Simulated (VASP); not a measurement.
A run of VASP 6.6.1:

Contents of INCAR:

```
ALGO = Normal
EDIFF = 1E-6
ENCUT = 500
GGA_COMPAT = False
ISIF = 2
ISMEAR = 0
LASPH = True
LCHARG = False
LREAL = False
LWAVE = False
NBANDS = 20
NELM = 120
PREC = Accurate
SIGMA = 0.01
```

Contents of KPOINTS:

```
k-points
0
Gamma
  6 6 4
```

File POSCAR:

```
SnSe2
1.0
    3.8110000000      0.0000000000      0.0000000000
   -1.9055000000      3.3004228138      0.0000000000
    0.0000000000      0.0000000000      6.1360000000
Sn Se
1 2
Direct
    0.0000000000      0.0000000000      0.0000000000
    0.3333333333      0.6666666667      0.2490000000
    0.6666666667      0.3333333333      0.7510000000
```

Potentials or basis: VASP PAW LDA potentials, release 64 (Sn_d, Se).

Run with:

```bash
$ cat potpaw_LDA.64/Sn_d/POTCAR potpaw_LDA.64/Se/POTCAR > POTCAR
$ mpirun -np 1 vasp_std > vasp.out
```

Hardware: 1 thread of Intel(R) Xeon(R) 6975P-C (Granite Rapids), with other jobs on the host.

Problem. Estimate the wall time of this run.

Solution. It took 10 s on 1 thread of Intel(R) Xeon(R) 6975P-C (Granite Rapids), on a shared host, peak memory 0.17 GiB. Counts: scf iterations 12, k points 24.
